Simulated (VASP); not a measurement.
# Ir (Fm-3m) in VASP: a series of runs, part 2 of 2

VASP 6.6.1. Earlier steps stand in the parts before.

### 3 Single point, r2SCAN

This run uses another cell than the first one, of 14.20 Å³/atom, 1.003 times its volume.

File POSCAR:

```
Ir
1.0
    0.0000000000      1.9221825439      1.9221825439
    1.9221825439      0.0000000000      1.9221825439
    1.9221825439      1.9221825439      0.0000000000
Ir
1
Direct
    0.0000000000      0.0000000000      0.0000000000
```

File INCAR.step1:

```
PREC = Accurate ; ENCUT = 520
ISMEAR = 0 ; SIGMA = 0.05
LREAL = F ; LASPH = T
NELM = 60 ; NBANDS = 10
GGA = PE ; ALGO = Normal
EDIFF = 1E-4 ; LWAVE = T
LCHARG = F
```

File INCAR.step2:

```
PREC = Accurate ; ENCUT = 520
EDIFF = 1E-6 ; ISMEAR = 0
SIGMA = 0.05 ; LREAL = F
LASPH = T ; NELM = 60
ALGO = Normal ; ISIF = 2
LWAVE = F ; LCHARG = T
METAGGA = R2SCAN ; LMIXTAU = T
LELF = T ; LVHAR = T
NBANDS = 10 ; ISTART = 1
```

File KPOINTS:

```
Automatic mesh
0
Gamma
  18 18 18
```

Potentials or basis: VASP PAW PBE potentials, release 64 (Ir).

Launch:

```
cat potpaw_PBE.64/Ir/POTCAR > POTCAR
cp INCAR.step1 INCAR
mpirun -np 1 vasp_std > vasp.out
cp INCAR.step2 INCAR
mpirun -np 1 vasp_std > vasp.out
```

Run time: 40 s. Hardware: 1 thread of Intel Xeon 6975P-C (Granite Rapids), shared host; peak memory 0.15 GiB.

It converged, with:

```yaml
Free_energy: -52.3679 eV
Pressure: 2.4 GPa
```

Levels at points of the mesh, in eV from the Fermi level:
```csv
k point,band 2,band 3,band 4,band 5,band 6,band 7
"(0.00, 0.00, 0.00)",-4.02,-4.02,-4.02,-1.33,-1.33,15.06
"(0.50, 0.00, 0.00)",-4.18,-4.18,-0.74,0.88,0.88,7.57
"(0.50, 0.50, 0.00)",-7.63,0.78,1.51,1.51,1.73,10.97
```

Caveat: the PAW data sets were made with another functional, which shifts forces and pressure a little; spin-orbit coupling is left out, which moves the levels of the heavy elements.

### 4 Single point, r2SCAN

This run uses another cell than the first one, of 14.20 Å³/atom, 1.003 times its volume.

File POSCAR:

```
Ir
1.0
    0.0000000000      1.9221825440      1.9221825440
    1.9221825440      0.0000000000      1.9221825440
    1.9221825440      1.9221825440      0.0000000000
Ir
1
Direct
    0.0000000000      0.0000000000      0.0000000000
```

INCAR.step1 is that of step 3.

INCAR.step2 is that of step 3.

KPOINTS is that of step 3.

Potentials or basis: VASP PAW PBE potentials, release 64 (Ir).

Launch:

```
cat potpaw_PBE.64/Ir/POTCAR > POTCAR
cp INCAR.step1 INCAR
mpirun -np 1 vasp_std > vasp.out
cp INCAR.step2 INCAR
mpirun -np 1 vasp_std > vasp.out
```

OUTCAR:

```text
PREC = Accurate
   ENCUT = 520
   EDIFF = 1E-6
   ISMEAR = 0
   LREAL = F
   LASPH = T
   NELM = 60
   ISIF = 2
   METAGGA = R2SCAN
   ISTART = 1

 ion  position               nearest neighbor table
   1  0.000  0.000  0.000-

  LATTYP: Found a face centered cubic cell.
 ALAT       =     3.8443650880

  Lattice vectors:

 A1 = (   0.0000000000,   1.9221825440,   1.9221825440)
 A2 = (   1.9221825440,   0.0000000000,   1.9221825440)
[... 480 lines left out ...]
 k-point    24 :      -0.2222    0.0556    0.0000
  band No.  band energies     occupation
      1       0.9227      2.00000
      2       5.4370      2.00000
      3       6.5823      2.00000
      4       6.6782      2.00000
      5       8.5579      2.00000
      6       9.4447      2.00000
      7      25.0983      0.00000
      8      27.8552      0.00000
      9      33.1826      0.00000
     10      34.5681      0.00000

 [... further k-points ...]
[... 5 lines left out ...]
  --------------------------------------------------------------------------------------
  -------------------------------------------------------------------------------------
  Total        0.2109610      0.2109610      0.2109610     -0.0000000      0.0000000      0.0000000
  in kB       23.7957236     23.7957236     23.7957236     -0.0000000      0.0000000      0.0000000
  external PRESSURE =      23.7957236 kB  Pullay stress =       0.0000000 kB

 VOLUME and BASIS-vectors are now :
 -----------------------------------------------------------------------------
  energy-cutoff  :      520.00
  volume of cell :       14.20
      direct lattice vectors                 reciprocal lattice vectors
     0.000000000  1.922182544  1.922182544    -0.260120976  0.260120976  0.260120976
     1.922182544  0.000000000  1.922182544     0.260120976 -0.260120976  0.260120976
     1.922182544  1.922182544  0.000000000     0.260120976  0.260120976 -0.260120976

 POSITION                                       TOTAL-FORCE (eV/Angst)
 -----------------------------------------------------------------------------------
      0.00000      0.00000      0.00000        -0.000000     -0.000000     -0.000000
 -----------------------------------------------------------------------------------
    total drift:                                0.000000     -0.000000     -0.000000

  FREE ENERGIE OF THE ION-ELECTRON SYSTEM (eV)
  ---------------------------------------------------
  free  energy   TOTEN  =       -52.3679210768 eV

  energy  without entropy=      -52.3667617732  energy(sigma->0) =      -52.36734143
```

OUTCAR.step1:

```text
PREC = Accurate
   ENCUT = 520
   ISMEAR = 0
   LREAL = F
   LASPH = T
[... 527 lines left out ...]

 POSITION                                       TOTAL-FORCE (eV/Angst)
 -----------------------------------------------------------------------------------
      0.00000      0.00000      0.00000         0.000000     -0.000000     -0.000000
 -----------------------------------------------------------------------------------
    total drift:                                0.000000      0.000000     -0.000000

  FREE ENERGIE OF THE ION-ELECTRON SYSTEM (eV)
  ---------------------------------------------------
  free  energy   TOTEN  =        -8.8439836430 eV

  energy  without entropy=       -8.8426373602  energy(sigma->0) =       -8.84331050
```

OSZICAR.step1:

```text
N       E                     dE             d eps       ncg     rms          rms(c)
DAV:   1     0.475827308432E+02    0.47583E+02   -0.43541E+03  3932   0.816E+02
DAV:   2    -0.850772813390E+01   -0.56090E+02   -0.53364E+02  3992   0.196E+02
DAV:   3    -0.939124953791E+01   -0.88352E+00   -0.88069E+00  4534   0.299E+01
DAV:   4    -0.939936747305E+01   -0.81179E-02   -0.81164E-02  4398   0.264E+00
DAV:   5    -0.939952870651E+01   -0.16123E-03   -0.16123E-03  4514   0.355E-01    0.151E+01
DAV:   6    -0.893594540416E+01    0.46358E+00   -0.80836E-01  4352   0.110E+01    0.619E+00
DAV:   7    -0.885009413362E+01    0.85851E-01   -0.25763E-01  4646   0.574E+00    0.148E+00
DAV:   8    -0.884588726037E+01    0.42069E-02   -0.23113E-03  4262   0.530E-01    0.782E-01
DAV:   9    -0.884397674431E+01    0.19105E-02   -0.13692E-03  4454   0.515E-01    0.129E-02
DAV:  10    -0.884398364296E+01   -0.68986E-05   -0.69398E-06  2080   0.239E-02
   1 F= -.88439836E+01 E0= -.88433105E+01  d E =-.134628E-02
```

Wall time 67 s (1 thread of Intel Xeon Platinum 8488C (Sapphire Rapids), shared host); peak memory 0.15 GiB.

Results:

| Item | Value |
| --- | --- |
| Free energy | -52.3679 eV |
| Pressure | 2.4 GPa |

Caveat: the PAW data sets were made with another functional, which shifts forces and pressure a little; spin-orbit coupling is left out, which moves the levels of the heavy elements.

### 5 Single point, r2SCAN

This run uses another cell than the first one, of 14.20 Å³/atom, 1.003 times its volume.

POSCAR is that of step 4.

File INCAR.step1:

```
PREC = Accurate ; ENCUT = 550
ISMEAR = 0 ; SIGMA = 0.05
LREAL = F ; LASPH = T
NELM = 120 ; NBANDS = 14
GGA = PE ; ALGO = Normal
EDIFF = 1E-5 ; LWAVE = T
LCHARG = F ; GGA_COMPAT = F
```

File INCAR.step2:

```
PREC = Accurate ; ENCUT = 550
EDIFF = 1E-6 ; ISMEAR = 0
SIGMA = 0.05 ; LREAL = F
LASPH = T ; NELM = 120
ALGO = Normal ; ISIF = 2
LWAVE = F ; LCHARG = T
METAGGA = R2SCAN ; LMIXTAU = T
LELF = T ; LVHAR = T
NBANDS = 14 ; ISTART = 1
GGA_COMPAT = F
```

KPOINTS is that of step 4.

Potentials or basis: VASP PAW PBE potentials, release 64 (Ir_sv_GW).

Launch:

```
cat potpaw_PBE.64/Ir_sv_GW/POTCAR > POTCAR
cp INCAR.step1 INCAR
mpirun -np 1 vasp_std > vasp.out
cp INCAR.step2 INCAR
mpirun -np 1 vasp_std > vasp.out
```

Run time: 1.7 min. Hardware: 1 thread of Intel Xeon Platinum 8375C at 2.90GHz (Ice Lake), shared host; peak memory 0.18 GiB.

The run converged. Its results:

```yaml
Free_energy: -52.9059 eV
Pressure: -2.3 GPa
```

Levels at points of the mesh, in eV from the Fermi level:
| k point | band 6 | band 7 | band 8 | band 9 | band 10 | band 11 |
| --- | --- | --- | --- | --- | --- | --- |
| (0.00, 0.00, 0.00) | -4.02 | -4.02 | -4.02 | -1.33 | -1.33 | 14.23 |
| (0.50, 0.00, 0.00) | -4.17 | -4.17 | -0.73 | 0.89 | 0.89 | 7.62 |
| (0.50, 0.50, 0.00) | -7.61 | 0.79 | 1.52 | 1.52 | 1.71 | 11.03 |

Caveat: the PAW data sets were made with another functional, which shifts forces and pressure a little; spin-orbit coupling is left out, which moves the levels of the heavy elements.

### 6 Overview

```csv
level,potentials or basis,cell,k mesh,cutoff (eV),second run,gap on the mesh (eV),pressure (GPa)
PBE,"VASP PAW PBE potentials, release 64 (Ir)","a = 2.715 Å, angles 60.0°, 1 atom",8 × 8 × 8,520,-,none,10.8
r2SCAN,"VASP PAW PBE potentials, release 64 (Ir)","a = 2.718 Å, angles 60.0°, 1 atom",18 × 18 × 18,520,-,none,2.4
r2SCAN,"VASP PAW PBE potentials, release 64 (Ir_sv_GW)","a = 2.718 Å, angles 60.0°, 1 atom",18 × 18 × 18,550,valence_matched,none,-2.3
```

Alike in all rows: task single point; no spin polarisation; smearing gaussian 0.05 eV.

Caveats: spin-orbit coupling is left out, which moves the levels of the heavy elements; the PAW data sets were made with another functional, which shifts forces and pressure a little (some runs).

Total energies depend on the potentials used, so only differences within one code and one set of settings carry meaning.
